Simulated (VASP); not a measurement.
# HC16 (a cell with a defect) in VASP: further runs, part 2 of 2

VASP 6.6.1. Earlier steps stand in the parts before.

### Step 3. Single point, PBE

INCAR reads:

```
ALGO     = Normal         # electronic algorithm
EDIFF    = 1E-6           # SCF threshold, eV
ENCUT    = 520            # plane-wave cutoff, eV
GGA      = PE             # functional
ISIF     = 2              # what is computed and relaxed
ISMEAR   = 0              # smearing method
LASPH    = T              # aspherical terms in the spheres
LCHARG   = F              # write CHGCAR
LREAL    = Auto         
LWAVE    = F              # write WAVECAR
NBANDS   = 46             # bands
NELECT   = 64.0         
NELM     = 100            # most SCF steps
PREC     = Accurate       # precision mode
SIGMA    = 0.05           # smearing width, eV
```

KPOINTS reads:

```
k-points
0
Gamma
  3 3 3
```

POSCAR reads:

```
HC16
1.0
    0.0000000000      3.5700000000      3.5700000000
    3.5700000000      0.0000000000      3.5700000000
    3.5700000000      3.5700000000      0.0000000000
C H
16 1
Direct
    0.0002689076     -0.0151439776      0.0235313725
    0.1305983193      0.1196310924      0.1265084034
    0.0004627451     -0.0149098039      0.4946705882
    0.1396934174      0.1256771709      0.6186760504
    0.0019012605      0.4921393557      0.0046547619
    0.1296005602      0.6122193277      0.1327235294
    0.0013788515      0.4914144258      0.5053345938
    0.1296193277      0.6123417367      0.6288215686
    0.5027803922     -0.0120647059      0.0063288515
    0.6236697479      0.1148226891      0.1357691877
    0.5048224090     -0.0162862745      0.5075044818
    0.6238375350      0.1148523810      0.6291341737
    0.5032654062      0.4886054622      0.0071676471
    0.6276662465      0.6139060224      0.1309245098
    0.5032710084      0.4886211485      0.5043978992
    0.6269394958      0.6103235294      0.6330924370
    0.9439649860      0.9991784314     -0.2188969188
```

Potentials or basis: VASP PAW PBE potentials, release 64 (C, H).

Command:

```sh
$ cat potpaw_PBE.64/C/POTCAR potpaw_PBE.64/H/POTCAR > POTCAR
$ mpirun -np 1 vasp_std > vasp.out
```

OUTCAR:

```text
EDIFF = 1E-6
   ENCUT = 520
   GGA = PE
   ISIF = 2
   ISMEAR = 0
   LASPH = T
   LREAL = Auto
   NELECT = 64.0
   NELM = 100
   PREC = Accurate

 ion  position               nearest neighbor table
   1  0.000  0.985  0.024-  17 1.35   2 1.52   6 1.54  10 1.55   4 1.67
   2  0.131  0.120  0.127-   1 1.52   3 1.52   9 1.53   5 1.54
   3  0.000  0.985  0.495-  17 1.36   2 1.52   8 1.54  12 1.55   4 1.67
   4  0.140  0.126  0.619-  17 1.16  11 1.51   7 1.51   3 1.67   1 1.67
   5  0.002  0.492  0.005-   2 1.54  14 1.54   8 1.55   6 1.55
   6  0.130  0.612  0.133-   7 1.54   1 1.54  13 1.54   5 1.55
   7  0.001  0.491  0.505-   4 1.51   6 1.54   8 1.54  16 1.54
   8  0.130  0.612  0.629-   7 1.54   3 1.54  15 1.54   5 1.55
   9  0.503  0.988  0.006-   2 1.53  14 1.54  12 1.56  10 1.56
  10  0.624  0.115  0.136-  11 1.53  13 1.54   1 1.55   9 1.56
  11  0.505  0.984  0.508-   4 1.51  10 1.53  12 1.53  16 1.54
  12  0.624  0.115  0.629-  11 1.53  15 1.54   3 1.55   9 1.56
  13  0.503  0.489  0.007-  14 1.54   6 1.54  10 1.54  16 1.54
  14  0.628  0.614  0.131-  13 1.54  15 1.54   9 1.54   5 1.54
  15  0.503  0.489  0.504-  14 1.54   8 1.54  12 1.54  16 1.54
  16  0.627  0.610  0.633-  11 1.54  15 1.54  13 1.54   7 1.54
  17  0.944  0.999  0.781-   4 1.16   1 1.35   3 1.36

  LATTYP: Found a face centered cubic cell.
 ALAT       =     7.1400000000

  Lattice vectors:

 A1 = (   0.0000000000,   3.5700000000,   3.5700000000)
 A2 = (   3.5700000000,   0.0000000000,   3.5700000000)
 A3 = (   3.5700000000,   3.5700000000,   0.0000000000)

Analysis of symmetry for initial positions (statically):
=====================================================================
 Subroutine PRICEL returns:
 Original cell was already a primitive cell.

 Routine SETGRP: Setting up the symmetry group for a
 face centered cubic supercell.

 Subroutine GETGRP returns: Found  1 space group operations
 (whereof  1 operations were pure point group operations)
 out of a pool of 48 trial point group operations.

The static configuration has the point symmetry C_1 .

[... 157 lines left out ...]
   LHFCALC =     F    Hartree Fock is set to
   AEXX    =    0.0000 exact exchange contribution
   IVDW    =     0    specifies the selected vdW correction
   LEPSILON=     F    determine dielectric tensor
   LRPA    =     F    only Hartree local field effects (RPA)
 non-spin polarized calculation
 Gauss-broadening in eV      SIGMA  =   0.05
  energy-cutoff  :      520.00
  volume of cell :       91.00
 maximum number of plane-waves:      2453
 NGX is ok and might be reduce to    40
   NGX = 19   NGY = 19   NGZ = 19

 number of electron      64.0000001 magnetization

 Free energy of the ion-electron system (eV)
  ---------------------------------------------------
  ext. energy  EPLUGINS =         0.00000000
  ---------------------------------------------------
  free energy    TOTEN  =      -155.18616320 eV

  energy without entropy =     -155.18616320  energy(sigma->0) =     -155.18616320

 E-fermi :  10.2503     XC(G=0): -13.2468

 val. band max:        9.9641854894   @ k =   0.0000   0.0000   0.0000
 cond. band min:      12.6174463401   @ k =   0.0000   0.0000   0.0000
 fundamental gap:      2.6532608507
 Fermi energy:        10.2503004433

 k-point     1 :       0.0000    0.0000    0.0000
  band No.  band energies     occupation
      1     -11.9944      2.00000
      2      -6.9916      2.00000
      3      -5.9505      2.00000
      4      -5.9350      2.00000
      5      -5.8493      2.00000
      6      -4.7949      2.00000
[... 647 lines left out ...]
     43      19.2482      0.00000
     44      19.4698      0.00000
 [bands above 44 left out]

------------------------ aborting loop because EDIFF is reached ----------------------------------------

  FORCE on cell =-STRESS in cart. coord.  units (eV):
  Direction    XX          YY          ZZ          XY          YZ          ZX
  --------------------------------------------------------------------------------------
  -------------------------------------------------------------------------------------
  Total       -6.4816375     -6.4913512     -6.7373170      1.8434007      0.0550078     -0.1881429
  in kB     -114.1197148   -114.2907406   -118.6213653     32.4560521      0.9685018     -3.3125604
  external PRESSURE =    -115.6772736 kB  Pullay stress =       0.0000000 kB

 VOLUME and BASIS-vectors are now :
 -----------------------------------------------------------------------------
  energy-cutoff  :      520.00
  volume of cell :       91.00
      direct lattice vectors                 reciprocal lattice vectors
     0.000000000  3.570000000  3.570000000    -0.140056022  0.140056022  0.140056022
     3.570000000  0.000000000  3.570000000     0.140056022 -0.140056022  0.140056022
     3.570000000  3.570000000  0.000000000     0.140056022  0.140056022 -0.140056022

 POSITION                                       TOTAL-FORCE (eV/Angst)
 -----------------------------------------------------------------------------------
      3.59994      0.08497      3.51690         0.003733     -0.010277      0.003867
      0.87872      0.91787      0.89332         0.000600     -0.002827      0.002535
      5.28275      1.76763      3.51842         0.015775     -0.002601      0.013222
      2.65734      2.70738      0.94737        -0.010991     -0.012731      0.007894
      1.77355      0.02340      1.76372         0.003802     -0.002530      0.002256
      2.65945      0.93650      2.64830        -0.007903      0.002313     -0.004827
[... 9 lines left out ...]
      4.43900      4.49831      4.41703        -0.004294      0.000580      0.000385
      6.35560      6.15849      6.93702         0.001405      0.010764     -0.025533
 -----------------------------------------------------------------------------------
    total drift:                               -0.005393      0.001339     -0.002402

  FREE ENERGIE OF THE ION-ELECTRON SYSTEM (eV)
  ---------------------------------------------------
  free  energy   TOTEN  =      -155.1861632041 eV

  energy  without entropy=     -155.1861632041  energy(sigma->0) =     -155.18616320
```

stdout:

```text
POSCAR found type information on POSCAR C H
 POSCAR found :  2 types and      17 ions
 scaLAPACK will be used
 LDA part: xc-table for (Slater+PW92), standard interpolation
 POSCAR, INCAR and KPOINTS ok, starting setup
 FFT: planning ... GRIDC
 FFT: planning ... GRID_SOFT
 FFT: planning ... GRID
 WAVECAR not read
 entering main loop
 the old and the new charge density differ
 old charge density:    65.00000 new   64.00000
    0.157E+01
```

Run time: 2.8 min. Hardware: 1 thread of Intel Xeon 8259CL, shared host; peak memory 0.25 GiB.

Results:

- Free energy: -155.1862 eV
- Largest force: 0.028 eV/Å

Forces in eV/Å, atoms in the order of the input:
```
C    0.004 -0.010  0.004
C    0.001 -0.003  0.003
C    0.016 -0.003  0.013
C   -0.011 -0.013  0.008
C    0.004 -0.003  0.002
C   -0.008  0.002 -0.005
C    0.011 -0.004  0.004
C    0.003  0.003 -0.004
C    0.000 -0.001  0.004
C   -0.004 -0.003 -0.001
C   -0.006  0.005 -0.003
C   -0.001  0.008  0.001
C    0.002  0.002  0.002
C   -0.003  0.003 -0.001
C   -0.002  0.002 -0.001
C   -0.004  0.001  0.000
H    0.001  0.011 -0.026
```

Caveat: the k points lie up to 0.51 Å⁻¹ apart; the cell carries a net charge on a neutralising background, which shifts energy and pressure; the cell is charged against a uniform background, so pressure and absolute levels hang on convention.

### Step 4. Single point, PBE

INCAR reads:

```
SYSTEM = HC16
PREC = Accurate
ENCUT = 520
EDIFF = 1E-6
ISMEAR = 0
SIGMA = 0.05
LREAL = Auto
LASPH = .True.
NELM = 100
ALGO = Normal
ISIF = 2
LWAVE = .False.
LCHARG = .False.
GGA = PE
NBANDS = 46
NELECT = 64.0
```

KPOINTS reads:

```
Automatic mesh
0
Gamma
  3 3 3
  0 0 0
```

POSCAR reads:

```
HC16
1.0
    0.0000000000      3.5700000000      3.5700000000
    3.5700000000      0.0000000000      3.5700000000
    3.5700000000      3.5700000000      0.0000000000
C H
16 1
Direct
    0.0361330532     -0.0322521008     -0.0005605042
    0.1268474790      0.1094099440      0.1297480392
    0.0074417367     -0.0208747899      0.5032140056
    0.1448551821      0.1052481793      0.6158907563
    0.0013620448      0.4840690476      0.0020326331
    0.1269907563      0.6052313725      0.1297316527
    0.0074347339      0.4815946779      0.5032145658
    0.1308120448      0.6061347339      0.6285103641
    0.4980009804     -0.0195668067      0.0057077031
    0.5976806723      0.1160515406      0.1413960784
    0.5136134454     -0.0234960784      0.5046394958
    0.6316939776      0.1070654062      0.6287127451
    0.4981558824      0.4870892157      0.0056460784
    0.6273550420      0.6064704482      0.1312133053
    0.5048978992      0.4811833333      0.5043060224
    0.6316837535      0.6039504202      0.6286686275
    0.8243939776      1.1246228291     -0.1043533613
```

Potentials or basis: VASP PAW PBE potentials, release 64 (C, H).

Command:

```sh
$ cat potpaw_PBE.64/C/POTCAR potpaw_PBE.64/H/POTCAR > POTCAR
$ mpirun -np 1 vasp_std > vasp.out
```

OUTCAR:

```text
SYSTEM = HC16
   PREC = Accurate
   ENCUT = 520
   EDIFF = 1E-6
   ISMEAR = 0
   LREAL = Auto
   LASPH = .True.
   NELM = 100
   ISIF = 2
   GGA = PE
   NELECT = 64.0

 ion  position               nearest neighbor table
   1  0.036  0.968  0.999-  17 1.16   6 1.50   2 1.50   4 1.58  10 1.81
   2  0.127  0.109  0.130-   1 1.50   9 1.53   3 1.54   5 1.54
   3  0.007  0.979  0.503-   8 1.54   2 1.54  12 1.55   4 1.55
   4  0.145  0.105  0.616-  11 1.52   3 1.55   7 1.55   1 1.58
   5  0.001  0.484  0.002-   8 1.54  14 1.54   6 1.54   2 1.54
   6  0.127  0.605  0.130-   1 1.50  13 1.53   7 1.54   5 1.54
   7  0.007  0.482  0.503-   8 1.54   6 1.54  16 1.55   4 1.55
   8  0.131  0.606  0.629-   3 1.54   7 1.54   5 1.54  15 1.54
   9  0.498  0.980  0.006-   2 1.53  10 1.53  14 1.54  12 1.55
  10  0.598  0.116  0.141-  17 1.19  11 1.51   9 1.53  13 1.53   1 1.81
  11  0.514  0.977  0.505-  10 1.51   4 1.52  16 1.54  12 1.54
  12  0.632  0.107  0.629-  11 1.54  15 1.54   3 1.55   9 1.55
  13  0.498  0.487  0.006-   6 1.53  10 1.53  14 1.54  16 1.55
  14  0.627  0.606  0.131-  15 1.54   9 1.54   5 1.54  13 1.54
  15  0.505  0.481  0.504-  14 1.54  16 1.54   8 1.54  12 1.54
  16  0.632  0.604  0.629-  11 1.54  15 1.54   7 1.55  13 1.55
  17  0.824  0.125  0.896-   1 1.16  10 1.19

  LATTYP: Found a face centered cubic cell.
 ALAT       =     7.1400000000

  Lattice vectors:

 A1 = (   0.0000000000,   3.5700000000,   3.5700000000)
 A2 = (   3.5700000000,   0.0000000000,   3.5700000000)
 A3 = (   3.5700000000,   3.5700000000,   0.0000000000)

Analysis of symmetry for initial positions (statically):
=====================================================================
 Subroutine PRICEL returns:
 Original cell was already a primitive cell.

 Routine SETGRP: Setting up the symmetry group for a
 face centered cubic supercell.

 Subroutine GETGRP returns: Found  1 space group operations
 (whereof  1 operations were pure point group operations)
 out of a pool of 48 trial point group operations.

The static configuration has the point symmetry C_1 .

Analysis of symmetry for dynamics (positions and initial velocities):
=====================================================================
 Subroutine PRICEL returns:
 Original cell was already a primitive cell.

 Routine SETGRP: Setting up the symmetry group for a
 face centered cubic supercell.

 Subroutine GETGRP returns: Found  1 space group operations
 (whereof  1 operations were pure point group operations)
 out of a pool of 48 trial point group operations.

The dynamic configuration has the point symmetry C_1 .

 Subroutine INISYM returns: Found  1 space group operations
 (whereof  1 operations are pure point group operations),
 and found     1 'primitive' translations

----------------------------------------------------------------------------------------

                                     Primitive cell

  volume of cell :      90.9986

  direct lattice vectors                    reciprocal lattice vectors
     0.000000000  3.570000000  3.570000000    -0.140056022  0.140056022  0.140056022
     3.570000000  0.000000000  3.570000000     0.140056022 -0.140056022  0.140056022
     3.570000000  3.570000000  0.000000000     0.140056022  0.140056022 -0.140056022

[... 80 lines left out ...]
  0.333333  0.000000 -0.333333      2.000000
  0.333333  0.333333 -0.333333      2.000000
 -0.333333  0.333333 -0.333333      2.000000
  0.333333 -0.333333 -0.333333      2.000000
   k-points           NKPTS =     14   k-points in BZ     NKDIM =     14   number of bands    NBANDS=     46
   number of dos      NEDOS =    301   number of ions     NIONS =     17
   total plane-waves  NPLWV =  64000
   dimension x,y,z NGX =    40 NGY =   40 NGZ =   40
   dimension x,y,z NGXF=    80 NGYF=   80 NGZF=   80
   ions per type =              16   1
   NGX,Y,Z   is equivalent  to a cutoff of  13.17, 13.17, 13.17 a.u.
   NGXF,Y,Z  is equivalent  to a cutoff of  26.34, 26.34, 26.34 a.u.
 SYSTEM =  HC16
   PREC   = accura    normal or accurate (medium, high low for compatibility)
   ISTART =      0    job   : 0-new  1-cont  2-samecut
   ICHARG =      2    charge: 1-file 2-atom 10-const
   ISPIN  =      1    spin polarized calculation?
   LNONCOLLINEAR =      F non collinear calculations
   LSORBIT =      F    spin-orbit coupling
   LASPH  =      T    aspherical Exc in radial PAW
   ENCUT  =  520.0 eV  38.22 Ry    6.18 a.u.   9.39  9.39  9.39*2*pi/ulx,y,z
   NELM   =    100;   NELMIN=  2; NELMDL= -5     # of ELM steps
   EDIFF  = 0.1E-05   stopping-criterion for ELM
   LREAL  =      T    real-space projection
   EDIFFG = 0.1E-04   stopping-criterion for IOM
   NSW    =      0    number of steps for IOM
   IBRION =     -1    ionic relax: 0-MD 1-quasi-New 2-CG
   NFREE  =      0    steps in history (QN), initial steepest desc. (CG)
   ISIF   =      2    stress and relaxation
   ISYM   =      2    0-nonsym 1-usesym 2-fastsym
   POTIM  = 0.5000    time-step for ionic-motion
   TEBEG  =    0.0;   TEEND  =   0.0 temperature during run
   PSTRESS=    0.0 pullay stress
   NELECT =      64.0000    total number of electrons
   NUPDOWN=      -1.0000    fix difference up-down
   EMIN   =  10.00;   EMAX   =-10.00  energy-range for DOS
   EFERMI =   0.00;   METHOD = LEGACY
   ISMEAR =     0;   SIGMA  =   0.05  broadening in eV -4-tet -1-fermi 0-gaus
   EFERMI_NEDOS =   21; number of points for ismear=-14 and -15
   IALGO  =     38    algorithm
   IMIX   =      4    mixing-type and parameters
     AMIX     =   0.40;   BMIX     =  1.00
     AMIX_MAG =   1.60;   BMIX_MAG =  1.00
  volume/ion in A,a.u.               =       5.35        36.12
  Fermi-wavevector in a.u.,A,eV,Ry     =   1.455872  2.751200 28.838420  2.119564
  Thomas-Fermi vector in A             =   2.572856
   LORBIT       =      0    0 simple, 1 ext, 2 COOP (PROOUT), +10 PAW based schemes
   GGA     = PE    functional components
   LHFCALC =     F    Hartree Fock is set to
   AEXX    =    0.0000 exact exchange contribution
   IVDW    =     0    specifies the selected vdW correction
   LEPSILON=     F    determine dielectric tensor
   LRPA    =     F    only Hartree local field effects (RPA)
 non-spin polarized calculation
 Gauss-broadening in eV      SIGMA  =   0.05
  energy-cutoff  :      520.00
  volume of cell :       91.00
 maximum number of plane-waves:      2453
 NGX is ok and might be reduce to    40
   NGX = 19   NGY = 19   NGZ = 19

 number of electron      64.0000001 magnetization

 Free energy of the ion-electron system (eV)
  ---------------------------------------------------
  ext. energy  EPLUGINS =         0.00000000
  ---------------------------------------------------
  free energy    TOTEN  =      -155.21349905 eV

  energy without entropy =     -155.21349905  energy(sigma->0) =     -155.21349905

 E-fermi :  10.1780     XC(G=0): -13.2408

 val. band max:        9.9021591618   @ k =   0.0000   0.0000   0.0000
 cond. band min:      12.3578617894   @ k =   0.0000   0.0000   0.0000
 fundamental gap:      2.4557026276
 Fermi energy:        10.1780193984

 k-point     1 :       0.0000    0.0000    0.0000
  band No.  band energies     occupation
      1     -11.9918      2.00000
      2      -6.9563      2.00000
      3      -6.0190      2.00000
      4      -5.9469      2.00000
      5      -5.8797      2.00000
      6      -4.7779      2.00000
[... 647 lines left out ...]
     43      19.2662      0.00000
     44      19.4109      0.00000
 [bands above 44 left out]

------------------------ aborting loop because EDIFF is reached ----------------------------------------

  FORCE on cell =-STRESS in cart. coord.  units (eV):
  Direction    XX          YY          ZZ          XY          YZ          ZX
  --------------------------------------------------------------------------------------
  -------------------------------------------------------------------------------------
  Total       -5.4269747     -5.9172624     -5.4049828     -2.3650964      2.3720072     -2.9179054
  in kB      -95.5506706   -104.1829788    -95.1634663    -41.6413488     41.7630250    -51.3744451
  external PRESSURE =     -98.2990385 kB  Pullay stress =       0.0000000 kB

 VOLUME and BASIS-vectors are now :
 -----------------------------------------------------------------------------
  energy-cutoff  :      520.00
  volume of cell :       91.00
      direct lattice vectors                 reciprocal lattice vectors
     0.000000000  3.570000000  3.570000000    -0.140056022  0.140056022  0.140056022
     3.570000000  0.000000000  3.570000000     0.140056022 -0.140056022  0.140056022
     3.570000000  3.570000000  0.000000000     0.140056022  0.140056022 -0.140056022

 POSITION                                       TOTAL-FORCE (eV/Angst)
 -----------------------------------------------------------------------------------
      7.02286      3.69699      3.58386         0.036656      0.014191      0.000398
      0.85379      0.91605      0.84344         0.010309      0.014247      0.017182
      5.29195      1.82304      3.52204        -0.005648     -0.019337      0.029010
      2.57447      2.71586      0.89287        -0.002011     -0.028140      0.021879
      1.73538      0.01212      1.73299        -0.017614      0.027819     -0.005975
      2.62382      0.91650      2.61403        -0.013461      0.031735     -0.015101
[... 9 lines left out ...]
      4.40045      4.49946      4.41121        -0.015912      0.016419     -0.024093
      3.64236      6.14055      3.38799         0.007273     -0.032329     -0.009846
 -----------------------------------------------------------------------------------
    total drift:                                0.039271      0.031106      0.011972

  FREE ENERGIE OF THE ION-ELECTRON SYSTEM (eV)
  ---------------------------------------------------
  free  energy   TOTEN  =      -155.2134990462 eV

  energy  without entropy=     -155.2134990462  energy(sigma->0) =     -155.21349905
```

It took 2.4 min on 1 thread of Intel Xeon 8259CL, shared host; peak memory 0.25 GiB.

What came out:

```
Free energy   : -155.2135 eV
Largest force : 0.039 eV/Å
```

Forces in eV/Å, atoms in the order of the input:
```
C    0.037  0.014  0.000
C    0.010  0.014  0.017
C   -0.006 -0.019  0.029
C   -0.002 -0.028  0.022
C   -0.018  0.028 -0.006
C   -0.013  0.032 -0.015
C   -0.024 -0.001  0.003
C   -0.025  0.018 -0.004
C    0.033 -0.016  0.009
C    0.017 -0.004  0.018
C   -0.009 -0.030  0.018
C    0.027 -0.007  0.012
C   -0.013  0.002 -0.032
C   -0.001  0.002 -0.022
C   -0.006  0.013 -0.016
C   -0.016  0.016 -0.024
H    0.007 -0.032 -0.010
```

Levels at points of the mesh, in eV from the Fermi level:
| k point | band 30 | band 31 | band 32 | band 33 | band 34 | band 35 |
| --- | --- | --- | --- | --- | --- | --- |
| (0.00, 0.00, 0.00) | -0.53 | -0.49 | -0.28 | 2.18 | 3.07 | 3.96 |

Caveat: the k points lie up to 0.51 Å⁻¹ apart; the cell carries a net charge on a neutralising background, which shifts energy and pressure; the cell is charged against a uniform background, so pressure and absolute levels hang on convention.
